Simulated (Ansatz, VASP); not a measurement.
# SnO2 in VASP and in Ansatz

```
Sn O
1.0
     4.82719    0.00000    0.00000
     0.00000    4.82719    0.00000
     0.00000    0.00000    3.23815
Sn O
2 4
Direct
  0.50000 0.50000 0.50000
  0.00000 0.00000 0.00000
  0.19342 0.80658 0.50000
  0.80658 0.19342 0.50000
  0.30658 0.30658 0.00000
  0.69342 0.69342 0.00000
```

Alike in both runs: functional PBE; k mesh 6 × 6 × 8; occupations gaussian, width 0.02 eV; no spin polarisation.

Ansatz relaxed the structure, and its values are those at the end. VASP's run is a single point on that final structure, the one shown.

```csv
,VASP,Ansatz
version,VASP 6.6.1,Ansatz 0.2.0
potentials or method,"VASP PAW PBE potentials, release 64 (Sn_d, O), cutoff 520 eV","scalar-relativistic, plane waves, PAW"
valence electrons in the cell,52,52
```

Ansatz gave:

```
gap on the k mesh at the Fermi level (eV) : 0.68
least direct gap on the mesh (eV)         : 0.68
pressure (GPa)                            : 0.0
rms of the force components (eV/Å)        : 0.000
```

Task: What did VASP give for the same quantities?

Result: gap on the k mesh at the Fermi level (eV): 0.67; least direct gap on the mesh (eV): 0.67; pressure (GPa): 0.6; rms of the force components (eV/Å): 0.008.
